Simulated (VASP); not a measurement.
# S (P1) in VASP: further runs

Runs on S. Level: PBE+D3(BJ). Tasks: single point.

All numbers are computed with VASP 6.6.1; they aren't measurements. Logs are shortened: lines on timing, memory, paths and dates and some standing lists are left out, and cuts for length are marked.

**1. The cell of the first run**

The typed cell holds 18 atoms: a = 6.987 Å, b = 6.987 Å, c = 9.617 Å, α = 90.46°, β = 90.46°, γ = 104.15°.

**2. Single point, PBE+D3(BJ)**

File INCAR:

```
SYSTEM = S
  PREC = Accurate
  ENCUT = 520
  EDIFF = 1E-6
  ISMEAR = -1
  SIGMA = 0.1551
  LREAL = Auto
  LASPH = .TRUE.
  NELM = 100
  ALGO = Normal
  ISIF = 2
  LWAVE = .FALSE.
  LCHARG = .FALSE.
  GGA = PE
  IVDW = 12
  NBANDS = 69
```

File KPOINTS:

```
Automatic mesh
0
Gamma
  2 2 2
  0.5 0.5 0.5
```

File POSCAR:

```
S
1.0
    0.0000000000     -6.3644340000     -2.8840340000
    5.5117610000      3.1822170000     -2.8840340000
    5.5117610000     -3.1822170000      7.2100860000
S
18
Direct
    0.3696252263      0.7170009527      0.4881207860
    0.7273797302      0.0369480299      0.1422754524
    0.0721447029      0.4347595318      0.8096393091
    0.4507817618      0.2544506003      0.3614590880
    0.7372634059      0.6379041259     -0.0178846802
    0.1110643630      0.9975816256      0.6862798481
    0.7180163893      0.5309020954      0.5277169195
    0.1289149711      0.8681141477      0.2352827522
    0.3885432115      0.1932616524      0.9223170166
    0.5534145350      0.2205066590      0.5439383160
    0.9176243396      0.5935628350      0.1744887914
    0.2577140316      0.8922438730      0.8530108650
    0.6232378410      0.7306136542      0.6565225079
    0.8459400402      0.0168025808      0.3464430316
    0.1932262914      0.3312735750      0.9967263147
    0.2274693082      0.4528283796      0.4805890889
    0.5348515438      0.7723368712      0.0941598801
    0.9250211565      0.1614324712      0.7423752229
```

Potentials or basis: VASP PAW PBE potentials, release 64 (S).

The run is started by

```bash
cat potpaw_PBE.64/S/POTCAR > POTCAR
mpirun -np 1 vasp_std > vasp.out
```

OUTCAR:

```text
SYSTEM = S
   PREC = Accurate
   ENCUT = 520
   EDIFF = 1E-6
   ISMEAR = -1
   LREAL = Auto
   LASPH = .TRUE.
   NELM = 100
   ISIF = 2
   GGA = PE
   IVDW = 12
 IVDW          = 12

 ion  position               nearest neighbor table
   1  0.370  0.717  0.488-  16 1.87  13 2.38
   2  0.727  0.037  0.142-  17 2.05  14 2.14
   3  0.072  0.435  0.810-  18 2.03  15 2.18
   4  0.451  0.254  0.361-  10 1.93  16 2.59
   5  0.737  0.638  0.982-  17 2.17  11 2.30
   6  0.111  0.998  0.686-  18 2.01  12 2.13
[... 10 lines left out ...]
  17  0.535  0.772  0.094-   2 2.05   5 2.17
  18  0.925  0.161  0.742-   6 2.01   3 2.03

  LATTYP: Found a base centered monoclinic cell.
 ALAT       =     8.5893319187
 B/A-ratio  =     1.2833969966
 C/A-ratio  =     1.1196729446
 COS(beta)  =    -0.0131014219

  Lattice vectors:

 A1 = (   0.0000000000,  -6.3644340000,  -2.8840340000)
 A2 = (   5.5117610000,   3.1822170000,  -2.8840340000)
 A3 = (   5.5117610000,  -3.1822170000,   7.2100860000)

Analysis of symmetry for initial positions (statically):
=====================================================================
 Subroutine PRICEL returns:
 Original cell was already a primitive cell.

 Routine SETGRP: Setting up the symmetry group for a
 base centered monoclinic supercell.

 Subroutine GETGRP returns: Found  1 space group operations
 (whereof  1 operations were pure point group operations)
 out of a pool of  4 trial point group operations.

The static configuration has the point symmetry C_1 .

Analysis of symmetry for dynamics (positions and initial velocities):
=====================================================================
 Subroutine PRICEL returns:
 Original cell was already a primitive cell.

 Routine SETGRP: Setting up the symmetry group for a
 base centered monoclinic supercell.

 Subroutine GETGRP returns: Found  1 space group operations
 (whereof  1 operations were pure point group operations)
 out of a pool of  4 trial point group operations.

The dynamic configuration has the point symmetry C_1 .

 Subroutine INISYM returns: Found  1 space group operations
 (whereof  1 operations are pure point group operations),
 and found     1 'primitive' translations

----------------------------------------------------------------------------------------

                                     Primitive cell

  volume of cell :     455.2638

  direct lattice vectors                    reciprocal lattice vectors
     0.000000000 -6.364434000 -2.884034000     0.030238374 -0.122206907 -0.077052561
     5.511761000  3.182217000 -2.884034000     0.120953483  0.034916256 -0.077052561
     5.511761000 -3.182217000  7.210086000     0.060476735 -0.034916256  0.077052561

  length of vectors
     6.987393810  6.987393396  9.617242561     0.147600761  0.147600770  0.103988833

  position of ions in fractional coordinates (direct lattice)
     0.369625226  0.717000953  0.488120786
     0.727379730  0.036948030  0.142275452
     0.072144703  0.434759532  0.809639309
     0.450781762  0.254450600  0.361459088
     0.737263406  0.637904126  0.982115320
     0.111064363  0.997581626  0.686279848
[... 10 lines left out ...]
     0.534851544  0.772336871  0.094159880
     0.925021157  0.161432471  0.742375223

  ion indices of the primitive-cell ions
   primitive index   ion index
                 1           1
                 2           2
                 3           3
                 4           4
                 5           5
                 6           6
[... 10 lines left out ...]
                17          17
                18          18

----------------------------------------------------------------------------------------

 KPOINTS: Automatic mesh

Automatic generation of k-mesh.
 Grid dimensions read from file:
 generate k-points for:    2    2    2

 Generating k-lattice:

  Cartesian coordinates                     Fractional coordinates (reciprocal lattice)
     0.015119187 -0.061103454 -0.038526280     0.500000000  0.000000000  0.000000000
     0.060476742  0.017458128 -0.038526280     0.000000000  0.500000000 -0.000000000
     0.030238367 -0.017458128  0.038526280    -0.000000000  0.000000000  0.500000000

  Length of vectors
     0.073800380  0.073800385  0.051994417

  Shift w.r.t. Gamma in fractional coordinates (k-lattice)
     0.500000000  0.500000000  0.500000000

 Subroutine IBZKPT returns following result:
 ===========================================

 Found      4 irreducible k-points:

 Following reciprocal coordinates:
            Coordinates               Weight
  0.250000  0.250000  0.250000      2.000000
 -0.250000  0.250000  0.250000      2.000000
 -0.250000  0.250000 -0.250000      2.000000
 -0.250000 -0.250000  0.250000      2.000000
   k-points           NKPTS =      4   k-points in BZ     NKDIM =      4   number of bands    NBANDS=     69
   number of dos      NEDOS =    301   number of ions     NIONS =     18
   total plane-waves  NPLWV = 209952
   dimension x,y,z NGX =    54 NGY =   54 NGZ =   72
   dimension x,y,z NGXF=   108 NGYF=  108 NGZF=  144
   ions per type =              18
   NGX,Y,Z   is equivalent  to a cutoff of  12.85, 12.85, 12.45 a.u.
   NGXF,Y,Z  is equivalent  to a cutoff of  25.70, 25.70, 24.89 a.u.
 SYSTEM =  S
   PREC   = accura    normal or accurate (medium, high low for compatibility)
   ISTART =      0    job   : 0-new  1-cont  2-samecut
   ICHARG =      2    charge: 1-file 2-atom 10-const
   ISPIN  =      1    spin polarized calculation?
   LNONCOLLINEAR =      F non collinear calculations
   LSORBIT =      F    spin-orbit coupling
   LASPH  =      T    aspherical Exc in radial PAW
   ENCUT  =  520.0 eV  38.22 Ry    6.18 a.u.  12.99 12.99 17.88*2*pi/ulx,y,z
   NELM   =    100;   NELMIN=  2; NELMDL= -5     # of ELM steps
   EDIFF  = 0.1E-05   stopping-criterion for ELM
   LREAL  =      T    real-space projection
   EDIFFG = 0.1E-04   stopping-criterion for IOM
   NSW    =      0    number of steps for IOM
   IBRION =     -1    ionic relax: 0-MD 1-quasi-New 2-CG
   NFREE  =      0    steps in history (QN), initial steepest desc. (CG)
   ISIF   =      2    stress and relaxation
   ISYM   =      2    0-nonsym 1-usesym 2-fastsym
   POTIM  = 0.5000    time-step for ionic-motion
   TEBEG  =    0.0;   TEEND  =   0.0 temperature during run
   PSTRESS=    0.0 pullay stress
   NELECT =     108.0000    total number of electrons
   NUPDOWN=      -1.0000    fix difference up-down
   EMIN   =  10.00;   EMAX   =-10.00  energy-range for DOS
   EFERMI =   0.00;   METHOD = LEGACY
   ISMEAR =    -1;   SIGMA  =   0.16  broadening in eV -4-tet -1-fermi 0-gaus
   EFERMI_NEDOS =   21; number of points for ismear=-14 and -15
   IALGO  =     38    algorithm
   IMIX   =      4    mixing-type and parameters
     AMIX     =   0.40;   BMIX     =  1.00
     AMIX_MAG =   1.60;   BMIX_MAG =  1.00
  volume/ion in A,a.u.               =      25.29       170.68
  Fermi-wavevector in a.u.,A,eV,Ry     =   1.013433  1.915111 13.973816  1.027046
  Thomas-Fermi vector in A             =   2.146601
   LORBIT       =      0    0 simple, 1 ext, 2 COOP (PROOUT), +10 PAW based schemes
   GGA     = PE    functional components
   LHFCALC =     F    Hartree Fock is set to
   AEXX    =    0.0000 exact exchange contribution
   IVDW    =    12    specifies the selected vdW correction
   LEPSILON=     F    determine dielectric tensor
   LRPA    =     F    only Hartree local field effects (RPA)
 non-spin polarized calculation
  energy-cutoff  :      520.00
  volume of cell :      455.26
 maximum number of plane-waves:     12272
 NGX is ok and might be reduce to    54
   NGX = 25   NGY = 25   NGZ = 35

 number of electron     107.9999999 magnetization

 Free energy of the ion-electron system (eV)
  ---------------------------------------------------
  ext. energy  EPLUGINS =         0.00000000
  ---------------------------------------------------
  free energy    TOTEN  =       -69.36921135 eV

  energy without entropy =      -69.15686808  energy(sigma->0) =      -69.26303972

 E-fermi :   2.8142     XC(G=0):  -8.3922

 val. band max:        2.4393891900   @ k =   0.2500   0.2500   0.2500
 cond. band min:       3.1810569051   @ k =  -0.2500   0.2500  -0.2500
 fundamental gap:      0.7416677150
 Fermi energy:         2.8142480669

 k-point     1 :       0.2500    0.2500    0.2500
  band No.  band energies     occupation
      1     -14.3069      2.00000
      2     -14.1776      2.00000
      3     -13.4376      2.00000
      4     -13.3872      2.00000
      5     -12.8733      2.00000
      6     -12.4200      2.00000
[... 58 lines left out ...]
     65       5.4705      0.00000
     66       5.7583      0.00000

 k-point     2 :      -0.2500    0.2500    0.2500
  band No.  band energies     occupation
      1     -14.3185      2.00000
      2     -14.1685      2.00000
      3     -13.4460      2.00000
      4     -13.3759      2.00000
      5     -12.8693      2.00000
      6     -12.4131      2.00000
[... 58 lines left out ...]
     65       5.3923      0.00000
     66       5.6270      0.00000

 k-point     3 :      -0.2500    0.2500   -0.2500
  band No.  band energies     occupation
      1     -14.3178      2.00000
      2     -14.1694      2.00000
      3     -13.4477      2.00000
      4     -13.3738      2.00000
      5     -12.8676      2.00000
      6     -12.4152      2.00000
[... 58 lines left out ...]
     65       5.4573      0.00000
     66       5.6039      0.00000

 k-point     4 :      -0.2500   -0.2500    0.2500
  band No.  band energies     occupation
      1     -14.3095      2.00000
      2     -14.1751      2.00000
      3     -13.4315      2.00000
      4     -13.3901      2.00000
      5     -12.8765      2.00000
      6     -12.4192      2.00000
[... 58 lines left out ...]
     65       5.4230      0.00000
     66       5.6200      0.00000
 [bands above 66 left out]

------------------------ aborting loop because EDIFF is reached ----------------------------------------

 Edisp (eV)   -4.15989

 E8    (eV) :    -1.4874

  FORCE on cell =-STRESS in cart. coord.  units (eV):
  Direction    XX          YY          ZZ          XY          YZ          ZX
  --------------------------------------------------------------------------------------
  -------------------------------------------------------------------------------------
  Total      -7.89637    -5.58979    -5.66494    -2.52408     0.98454    -3.22029
  in kB     -27.78914   -19.67175   -19.93620    -8.88283     3.46482   -11.33294
  external pressure =      -22.47 kB  Pullay stress =        0.00 kB

 VOLUME and BASIS-vectors are now :
 -----------------------------------------------------------------------------
  energy-cutoff  :      520.00
  volume of cell :      455.26
      direct lattice vectors                 reciprocal lattice vectors
     0.000000000 -6.364434000 -2.884034000     0.030238374 -0.122206907 -0.077052561
     5.511761000  3.182217000 -2.884034000     0.120953483  0.034916256 -0.077052561
     5.511761000 -3.182217000  7.210086000     0.060476735 -0.034916256  0.077052561

 POSITION                                       TOTAL-FORCE (eV/Angst)
 -----------------------------------------------------------------------------------
      6.64234     -1.62411      0.38553         1.469245     -0.169890     -0.463237
      0.98784     -4.96454     -1.17853         1.283925     -0.598591      1.098308
      6.85883     -1.65211      4.37564         0.454777     -0.588698      0.212949
      3.39475     -3.20950      0.57224        -0.825468      2.120054      0.072564
      8.92916     -5.78762      3.11511         1.186881     -0.688173      1.224133
      9.28104      0.28377      1.75076        -0.884964     -0.602333     -0.549168
[... 10 lines left out ...]
      4.77592     -1.24592     -3.09107        -0.661548     -0.647847     -0.649333
      4.98157     -7.73592      2.21922        -0.214490      0.667807      0.890844
 -----------------------------------------------------------------------------------
    total drift:                               -0.005909      0.002650      0.002457

  FREE ENERGIE OF THE ION-ELECTRON SYSTEM (eV)
  ---------------------------------------------------
  free  energy   TOTEN  =       -73.5290992448 eV

  energy  without entropy=      -73.3167559748  energy(sigma->0) =      -73.42292761
```

Wall time 1.8 min (1 thread of Intel Xeon 6975P-C (Granite Rapids), shared host); peak memory 0.45 GiB.

Results:

- Free energy: -73.5291 eV
- Pressure: -2.2 GPa
- Largest force: 2.538 eV/Å
- Band gap on the k mesh: 0.74 eV (least direct gap 0.75 eV)
- Dispersion energy per atom: -0.231 eV

Forces in eV/Å, atoms in the order of the input:
```
S    1.469 -0.170 -0.463
S    1.284 -0.599  1.098
S    0.455 -0.589  0.213
S   -0.825  2.120  0.073
S    1.187 -0.688  1.224
S   -0.885 -0.602 -0.549
S    1.744 -0.905  0.373
S   -1.099  1.585  1.650
S   -0.178 -0.878 -0.149
S    0.828 -1.034 -0.104
S    0.902  0.184 -1.596
S    0.959  0.864 -0.251
S   -1.780  0.141 -0.271
S   -1.451  0.011 -1.663
S    0.004  0.449 -0.039
S   -1.738  0.090  0.213
S   -0.662 -0.648 -0.649
S   -0.214  0.668  0.891
```

Levels at points of the mesh, in eV from the valence-band top:
```tsv
k point	band 51	band 52	band 53	band 54	band 55	band 56	band 57	band 58
(0.25, 0.25, 0.25)	-0.76	-0.51	-0.35	0.00	0.81	1.02	1.25	1.68
```

Caveat: the atoms stand as in a frame of molecular dynamics; semilocal functionals underestimate gaps, and a narrow one can read as zero; a shifted mesh leaves out Γ, where band edges can lie; forces of over 1 eV/Å act on the atoms, so gaps and moduli don't describe the material at rest. A k mesh can miss the band edges.

(Part 1 of 2 ends here.)
